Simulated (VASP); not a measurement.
# WS2 in VASP: a series of runs

The runs below take WS2 through single point, with PBEsol+D3(BJ).

Program: VASP 6.6.1. These are calculated values, not measurements. Logs are shortened: lines on timing, memory, paths and dates and some standing lists are left out, and cuts for length are marked.

## (1) The cell of the first run

The typed cell holds 6 atoms: a = 3.083 Å, b = 3.083 Å, c = 11.848 Å, α = 90.00°, β = 90.00°, γ = 120.00°.

## (2) Single point, PBEsol+D3(BJ) (biaxial strain in the a-b plane: -1.0 %)

The input, INCAR:

```
PREC = Accurate ; ENCUT = 520
EDIFF = 1E-6 ; ISMEAR = 0
SIGMA = 0.02 ; LREAL = False
LASPH = True ; NELM = 60
ALGO = Normal ; ISIF = 2
LWAVE = False ; LCHARG = True
GGA = PS ; IVDW = 12
LELF = True ; LVHAR = True
NBANDS = 35
```

The input, KPOINTS:

```
regular mesh
0
Gamma
  12 12 4
```

The input, POSCAR:

```
WS2
1.0
    3.0834454890      0.0000000000      0.0000000000
   -1.5417227445      2.6703421246      0.0000000000
    0.0000000000      0.0000000000     11.8477314743
W S
2 4
Direct
    0.3333333333      0.6666666667      0.7498630965
    0.6666666667      0.3333333333      0.2501369035
    0.3333333333      0.6666666667      0.1166360657
    0.6666666667      0.3333333333      0.6163640561
    0.3333333333      0.6666666667      0.3836359439
    0.6666666667      0.3333333333      0.8833639343
```

Potentials or basis: VASP PAW PBE potentials, release 64 (W_sv, S).

Started as:

```
cat potpaw_PBE.64/W_sv/POTCAR potpaw_PBE.64/S/POTCAR > POTCAR
mpirun -np 1 vasp_std > vasp.out
```

OUTCAR:

```text
PREC = Accurate
   ENCUT = 520
   EDIFF = 1E-6
   ISMEAR = 0
   LREAL = False
   LASPH = True
   NELM = 60
   ISIF = 2
   GGA = PS
   IVDW = 12
 IVDW          = 12

 ion  position               nearest neighbor table
   1  0.333  0.667  0.750-   4 2.38   4 2.38   4 2.38   6 2.38   6 2.38   6 2.38
   2  0.667  0.333  0.250-   5 2.38   5 2.38   5 2.38   3 2.38   3 2.38   3 2.38
   3  0.333  0.667  0.117-   2 2.38   2 2.38   2 2.38
   4  0.667  0.333  0.616-   1 2.38   1 2.38   1 2.38
   5  0.333  0.667  0.384-   2 2.38   2 2.38   2 2.38
   6  0.667  0.333  0.883-   1 2.38   1 2.38   1 2.38

  LATTYP: Found a hexagonal cell.
 ALAT       =     3.0834454890
 C/A-ratio  =     3.8423677398

  Lattice vectors:

 A1 = (   3.0834454890,   0.0000000000,   0.0000000000)
 A2 = (  -1.5417227445,   2.6703421246,   0.0000000000)
 A3 = (   0.0000000000,   0.0000000000,  11.8477314743)

Analysis of symmetry for initial positions (statically):
=====================================================================
 Subroutine PRICEL returns:
 Original cell was already a primitive cell.

 Routine SETGRP: Setting up the symmetry group for a
 hexagonal supercell.

 Subroutine GETGRP returns: Found 12 space group operations
 (whereof 12 operations were pure point group operations)
 out of a pool of 24 trial point group operations.

The static configuration has the point symmetry D_3d.

Analysis of symmetry for dynamics (positions and initial velocities):
=====================================================================
 Subroutine PRICEL returns:
 Original cell was already a primitive cell.

 Routine SETGRP: Setting up the symmetry group for a
 hexagonal supercell.

 Subroutine GETGRP returns: Found 12 space group operations
 (whereof 12 operations were pure point group operations)
 out of a pool of 24 trial point group operations.

The dynamic configuration has the point symmetry D_3d.

 Subroutine INISYM returns: Found 12 space group operations
 (whereof 12 operations are pure point group operations),
 and found     1 'primitive' translations

----------------------------------------------------------------------------------------

                                     Primitive cell

  volume of cell :      97.5525

  direct lattice vectors                    reciprocal lattice vectors
     3.083445489  0.000000000  0.000000000     0.324312528  0.187241925  0.000000000
[... 97 lines left out ...]
   NSW    =      0    number of steps for IOM
   IBRION =     -1    ionic relax: 0-MD 1-quasi-New 2-CG
   NFREE  =      0    steps in history (QN), initial steepest desc. (CG)
   ISIF   =      2    stress and relaxation
   ISYM   =      2    0-nonsym 1-usesym 2-fastsym
   POTIM  = 0.5000    time-step for ionic-motion
   TEBEG  =    0.0;   TEEND  =   0.0 temperature during run
   PSTRESS=    0.0 pullay stress
   NELECT =      52.0000    total number of electrons
   NUPDOWN=      -1.0000    fix difference up-down
   EMIN   =  10.00;   EMAX   =-10.00  energy-range for DOS
   EFERMI =   0.00;   METHOD = LEGACY
   ISMEAR =     0;   SIGMA  =   0.02  broadening in eV -4-tet -1-fermi 0-gaus
   EFERMI_NEDOS =   21; number of points for ismear=-14 and -15
   IALGO  =     38    algorithm
   IMIX   =      4    mixing-type and parameters
     AMIX     =   0.40;   BMIX     =  1.00
     AMIX_MAG =   1.60;   BMIX_MAG =  1.00
  volume/ion in A,a.u.               =      16.26       109.72
  Fermi-wavevector in a.u.,A,eV,Ry     =   1.327384  2.508391 23.972751  1.761948
  Thomas-Fermi vector in A             =   2.456700
   LORBIT       =      0    0 simple, 1 ext, 2 COOP (PROOUT), +10 PAW based schemes
   GGA     = PS    functional components
   LHFCALC =     F    Hartree Fock is set to
   AEXX    =    0.0000 exact exchange contribution
   IVDW    =    12    specifies the selected vdW correction
   LEPSILON=     F    determine dielectric tensor
   LRPA    =     F    only Hartree local field effects (RPA)
 non-spin polarized calculation
 Gauss-broadening in eV      SIGMA  =   0.02
  energy-cutoff  :      520.00
  volume of cell :       97.55
 maximum number of plane-waves:      2648
 NGX is ok and might be reduce to    24
   NGX = 11   NGY = 11   NGZ = 45

 number of electron      52.0000005 magnetization

 Free energy of the ion-electron system (eV)
  ---------------------------------------------------
  ext. energy  EPLUGINS =         0.00000000
  ---------------------------------------------------
  free energy    TOTEN  =       -50.39023892 eV

  energy without entropy =      -50.39023892  energy(sigma->0) =      -50.39023892

 E-fermi :   8.8481     XC(G=0): -11.6525

 val. band max:        8.5499668639   @ k =   0.0000   0.0000   0.0000
 cond. band min:       9.2603502444   @ k =   0.1667   0.1667   0.0000
 fundamental gap:      0.7103833804
 Fermi energy:         8.8481133046

 k-point     1 :       0.0000    0.0000    0.0000
  band No.  band energies     occupation
      1     -65.9603      2.00000
      2     -65.9602      2.00000
      3     -30.2964      2.00000
      4     -30.2962      2.00000
      5     -30.0249      2.00000
      6     -30.0249      2.00000
[... 901 lines left out ...]
     34      11.8187      0.00000
     35      15.3610      0.00000

 [... further k-points ...]

------------------------ aborting loop because EDIFF is reached ----------------------------------------

 Edisp (eV)   -2.53183

 E8    (eV) :    -1.6428

  FORCE on cell =-STRESS in cart. coord.  units (eV):
  Direction    XX          YY          ZZ          XY          YZ          ZX
  --------------------------------------------------------------------------------------
  -------------------------------------------------------------------------------------
  Total       2.27393     2.27393     0.27809     0.00000     0.00000     0.00000
  in kB      37.34638    37.34638     4.56725     0.00000     0.00000     0.00000
  external pressure =       26.42 kB  Pullay stress =        0.00 kB

 VOLUME and BASIS-vectors are now :
 -----------------------------------------------------------------------------
  energy-cutoff  :      520.00
  volume of cell :       97.55
      direct lattice vectors                 reciprocal lattice vectors
     3.083445489  0.000000000  0.000000000     0.324312528  0.187241925  0.000000000
    -1.541722744  2.670342125  0.000000000     0.000000000  0.374483850  0.000000000
     0.000000000  0.000000000 11.847731474     0.000000000  0.000000000  0.084404344

 POSITION                                       TOTAL-FORCE (eV/Angst)
 -----------------------------------------------------------------------------------
     -0.00000      1.78023      8.88418        -0.000000      0.000000      0.001951
      1.54172      0.89011      2.96355         0.000000      0.000000     -0.001951
     -0.00000      1.78023      1.38187         0.000000      0.000000     -0.086068
      1.54172      0.89011      7.30252        -0.000000      0.000000     -0.082284
     -0.00000      1.78023      4.54522         0.000000     -0.000000      0.082284
      1.54172      0.89011     10.46586        -0.000000     -0.000000      0.086068
 -----------------------------------------------------------------------------------
    total drift:                                0.000000     -0.000000      0.000000

  FREE ENERGIE OF THE ION-ELECTRON SYSTEM (eV)
  ---------------------------------------------------
  free  energy   TOTEN  =       -52.9220659901 eV

  energy  without entropy=      -52.9220659901  energy(sigma->0) =      -52.92206599
```

OSZICAR:

```text
N       E                     dE             d eps       ncg     rms          rms(c)
DAV:   1     0.516555637823E+03    0.51656E+03   -0.28422E+04  5222   0.151E+03
DAV:   2    -0.185577372333E+02   -0.53511E+03   -0.51542E+03  5512   0.421E+02
DAV:   3    -0.519910784247E+02   -0.33433E+02   -0.32867E+02  5975   0.998E+01
DAV:   4    -0.527738328364E+02   -0.78275E+00   -0.77859E+00  5844   0.158E+01
DAV:   5    -0.527879455375E+02   -0.14113E-01   -0.14102E-01  5769   0.227E+00    0.425E+01
DAV:   6    -0.507562948395E+02    0.20317E+01   -0.62386E+00  5513   0.172E+01    0.180E+01
DAV:   7    -0.505393885351E+02    0.21691E+00   -0.25085E+00  5236   0.778E+00    0.650E+00
DAV:   8    -0.503930773400E+02    0.14631E+00   -0.43687E-01  5427   0.443E+00    0.243E+00
DAV:   9    -0.503940717315E+02   -0.99439E-03   -0.54227E-02  5799   0.116E+00    0.133E+00
DAV:  10    -0.503907923154E+02    0.32794E-02   -0.29508E-02  5740   0.112E+00    0.519E-01
DAV:  11    -0.503902409858E+02    0.55133E-03   -0.39598E-03  5330   0.398E-01    0.119E-01
DAV:  12    -0.503902331138E+02    0.78720E-05   -0.14169E-04  5454   0.694E-02    0.647E-02
DAV:  13    -0.503902396541E+02   -0.65403E-05   -0.36417E-05  5558   0.387E-02    0.352E-02
DAV:  14    -0.503902389179E+02    0.73616E-06   -0.80324E-06  5250   0.144E-02
   1 F= -.52922066E+02 E0= -.52922066E+02  d E =-.601908-101
```

Run time: 5.1 min. Hardware: 1 thread of AMD EPYC 7R43 (Zen 3), shared host; peak memory 0.31 GiB.

Results:

```yaml
Free_energy: -52.9221 eV
Pressure: 2.6 GPa
Largest_force: 0.086 eV/Å
Band_gap_on_the_k_mesh: 0.71 eV, indirect (least direct gap 2.08 eV)
Dispersion_energy_per_atom: -0.422 eV
```

Forces in eV/Å, atoms in the order of the input:
```
W    0.000  0.000  0.002
W    0.000  0.000 -0.002
S    0.000  0.000 -0.086
S    0.000  0.000 -0.082
S    0.000  0.000  0.082
S    0.000  0.000  0.086
```

Stress tensor (GPa, compression positive):
```
3.73 0.00 0.00
0.00 3.73 0.00
0.00 0.00 0.46
```

Caveat: the cell differs from its parent crystal (biaxial strain in the a-b plane: -1.0 %); the PAW data sets were made with another functional, which shifts forces and pressure a little; spin-orbit coupling is left out, which moves the levels of the heavy elements.

## (3) Single point, PBEsol+D3(BJ) (biaxial strain in the a-b plane: +1.0 %)

The input, INCAR:

```
SYSTEM = WS2
PREC = Accurate
ENCUT = 520
EDIFF = 1E-7
ISMEAR = 0
SIGMA = 0.02
LREAL = .FALSE.
LASPH = .TRUE.
NELM = 100
ALGO = Normal
ISIF = 2
LWAVE = .FALSE.
LCHARG = .FALSE.
GGA = PS
IVDW = 12
NBANDS = 35
```

The input, KPOINTS:

```
regular mesh
0
G
  12 12 4
  0 0 0
```

Changes to POSCAR since step 2:

```diff
@@ -2,5 +2,5 @@
 1.0
-    3.0834454890      0.0000000000      0.0000000000
-   -1.5417227445      2.6703421246      0.0000000000
-    0.0000000000      0.0000000000     11.8477314743
+    3.1457373170      0.0000000000      0.0000000000
+   -1.5728686585      2.7242884302      0.0000000000
+    0.0000000000      0.0000000000     11.7064066455
 W S
```

Potentials or basis: VASP PAW PBE potentials, release 64 (W_sv, S).

Started as:

```
cat potpaw_PBE.64/W_sv/POTCAR potpaw_PBE.64/S/POTCAR > POTCAR
mpirun -np 1 vasp_std > vasp.out
```

It took 6.2 min on 1 thread of AMD EPYC 7R43 (Zen 3), shared host; peak memory 0.29 GiB.

Results (log left out):

- Free energy: -52.9268 eV
- Pressure: -2.1 GPa
- Largest force: 0.040 eV/Å
- Band gap on the k mesh: 0.66 eV, indirect (least direct gap 1.78 eV)
- Dispersion energy per atom: -0.410 eV

Forces on the atoms (eV/Å):
```
W    0.000  0.000  0.002
W    0.000  0.000 -0.002
S    0.000  0.000  0.036
S    0.000  0.000  0.040
S    0.000  0.000 -0.040
S    0.000  0.000 -0.036
```

Stress tensor (GPa, compression positive):
```
-3.18  0.00  0.00
 0.00 -3.18  0.00
 0.00  0.00 -0.05
```

Levels at points of the mesh, in eV from the valence-band top:
```
           k point  band 24  band 25  band 26  band 27  band 28  band 29
(0.00, 0.00, 0.00)    -1.49    -1.20     0.00     2.08     2.08     2.09
(0.50, 0.00, 0.00)    -2.06    -1.92    -1.72     2.10     2.18     2.33
(0.00, 0.00, 0.50)    -2.47    -0.28    -0.28     2.06     2.06     2.06
(0.50, 0.00, 0.50)    -2.11    -1.86    -1.86     2.13     2.13     2.59
```

Caveat: the cell differs from its parent crystal (biaxial strain in the a-b plane: +1.0 %); the PAW data sets were made with another functional, which shifts forces and pressure a little; spin-orbit coupling is left out, which moves the levels of the heavy elements.

## (4) Single point, PBEsol+D3(BJ) (biaxial strain in the a-b plane: -3.0 %, then relaxed in part)

Changes to INCAR since step 3:

```diff
@@ -8,3 +8,3 @@
 LASPH = .TRUE.
-NELM = 100
+NELM = 60
 ALGO = Normal
```

KPOINTS is that of step 3.

The input, POSCAR:

```
WS2
1.0
    3.0211536609      0.0000000000      0.0000000000
   -1.5105768305      2.6163958191      0.0000000000
    0.0000000000      0.0000000000     11.8926742112
W S
2 4
Direct
    0.3333333333      0.6666666667      0.7500000000
    0.6666666667      0.3333333333      0.2500000000
    0.3333333333      0.6666666667      0.1147681697
    0.6666666667      0.3333333333      0.6147681697
    0.3333333333      0.6666666667      0.3852318303
    0.6666666667      0.3333333333      0.8852318303
```

Started as:

```
cat potpaw_PBE.64/W_sv/POTCAR potpaw_PBE.64/S/POTCAR > POTCAR
mpirun -np 1 vasp_std > vasp.out
```

Wall time 73 s (1 thread of Intel Xeon 6975P-C (Granite Rapids), shared host); peak memory 0.32 GiB.

Results (log left out):

| Quantity | Value |
| --- | --- |
| Free energy | -52.7449 eV |
| Pressure | 7.6 GPa |
| Largest force | 0.020 eV/Å |
| Band gap on the k mesh | 0.72 eV, indirect (least direct gap 1.83 eV) |
| Dispersion energy per atom | -0.438 eV |

Forces in eV/Å, atoms in the order of the input:
```
W    0.000  0.000  0.000
W    0.000  0.000  0.000
S    0.000  0.000 -0.020
S    0.000  0.000 -0.020
S    0.000  0.000  0.020
S    0.000  0.000  0.020
```

Stress tensor (GPa, compression positive):
```
11.27  0.00  0.00
 0.00 11.27  0.00
 0.00  0.00  0.23
```

Levels at points of the mesh, in eV from the valence-band top:
| k point | band 24 | band 25 | band 26 | band 27 | band 28 | band 29 |
| --- | --- | --- | --- | --- | --- | --- |
| (0.00, 0.00, 0.00) | -1.67 | -1.31 | 0.00 | 2.66 | 2.66 | 2.78 |
| (0.50, 0.00, 0.00) | -1.60 | -1.59 | -1.20 | 2.68 | 3.12 | 3.18 |
| (0.00, 0.00, 0.50) | -1.71 | -0.37 | -0.37 | 2.73 | 2.73 | 2.73 |
| (0.50, 0.00, 0.50) | -1.66 | -1.40 | -1.40 | 3.10 | 3.10 | 3.14 |

Caveat: the cell differs from its parent crystal (biaxial strain in the a-b plane: -3.0 %, then relaxed in part); the PAW data sets were made with another functional, which shifts forces and pressure a little; spin-orbit coupling is left out, which moves the levels of the heavy elements. A k mesh can miss the band edges.

## (5) Single point, PBEsol+D3(BJ)

This run uses another cell than the first one, of 15.67 Å³/atom, 0.964 times its volume.

The input, INCAR:

```
PREC     = Accurate       # precision mode
ENCUT    = 520            # plane-wave cutoff, eV
EDIFF    = 1E-6           # SCF threshold, eV
ISMEAR   = 0              # smearing method
SIGMA    = 0.02           # smearing width, eV
LREAL    = F              # projectors in reciprocal space
LASPH    = T              # aspherical terms in the spheres
NELM     = 80             # most SCF steps
ALGO     = Normal         # electronic algorithm
ISIF     = 2              # what is computed and relaxed
LWAVE    = F              # write WAVECAR
LCHARG   = F              # write CHGCAR
GGA      = PS             # functional
IVDW     = 12             # dispersion correction
NBANDS   = 35             # bands
```

The input, KPOINTS:

```
regular mesh
0
Gamma
  12 12 4
```

POSCAR is that of step 4.

Started as:

```
cat potpaw_PBE.64/W_sv/POTCAR potpaw_PBE.64/S/POTCAR > POTCAR
mpirun -np 1 vasp_std > vasp.out
```

Run time: 77 s. Hardware: 1 thread of Intel Xeon 6975P-C (Granite Rapids), shared host; peak memory 0.31 GiB.

Results (log left out):

- Free energy: -52.7449 eV
- Pressure: 7.6 GPa
- Largest force: 0.020 eV/Å
- Band gap on the k mesh: 0.72 eV, indirect (least direct gap 1.83 eV)
- Dispersion energy per atom: -0.438 eV

Forces on the atoms (eV/Å):
```
W    0.000  0.000  0.000
W    0.000  0.000  0.000
S    0.000  0.000 -0.020
S    0.000  0.000 -0.020
S    0.000  0.000  0.020
S    0.000  0.000  0.020
```

Stress tensor (GPa, compression positive):
```
11.27  0.00  0.00
 0.00 11.27  0.00
 0.00  0.00  0.23
```

Levels at points of the mesh, in eV from the valence-band top:
| k point | band 22 | band 23 | band 24 | band 25 | band 26 | band 27 | band 28 | band 29 | band 30 | band 31 |
| --- | --- | --- | --- | --- | --- | --- | --- | --- | --- | --- |
| (0.00, 0.00, 0.00) | -1.76 | -1.67 | -1.67 | -1.31 | 0.00 | 2.66 | 2.66 | 2.78 | 2.78 | 2.81 |
| (0.50, 0.00, 0.00) | -2.98 | -1.78 | -1.60 | -1.59 | -1.20 | 2.68 | 3.12 | 3.18 | 3.21 | 3.46 |
| (0.00, 0.00, 0.50) | -1.71 | -1.71 | -1.71 | -0.37 | -0.37 | 2.73 | 2.73 | 2.73 | 2.73 | 2.89 |
| (0.50, 0.00, 0.50) | -3.20 | -1.66 | -1.66 | -1.40 | -1.40 | 3.10 | 3.10 | 3.14 | 3.14 | 3.62 |

Caveat: the PAW data sets were made with another functional, which shifts forces and pressure a little; spin-orbit coupling is left out, which moves the levels of the heavy elements. A k mesh can miss the band edges.

## (6) The runs side by side

```tsv
cell	gap on the mesh (eV)	pressure (GPa)	largest force (eV/Å)
a = 3.083, b = 3.083, c = 11.848 Å, angles 90.0, 90.0, 120.0°, 6 atoms	0.71	2.6	0.09
a = 3.146, b = 3.146, c = 11.706 Å, angles 90.0, 90.0, 120.0°, 6 atoms	0.66	-2.1	0.04
a = 3.021, b = 3.021, c = 11.893 Å, angles 90.0, 90.0, 120.0°, 6 atoms	0.72	7.6	0.02
```

Alike in all rows: task single point; level PBEsol+D3(BJ); potentials or basis VASP PAW PBE potentials, release 64 (W_sv, S); no spin polarisation; k mesh 12 × 12 × 4; cutoff (eV) 520; smearing gaussian 0.02 eV.

Caveats: the PAW data sets were made with another functional, which shifts forces and pressure a little; spin-orbit coupling is left out, which moves the levels of the heavy elements.

Absolute energies hang on the potentials; compare differences alone.
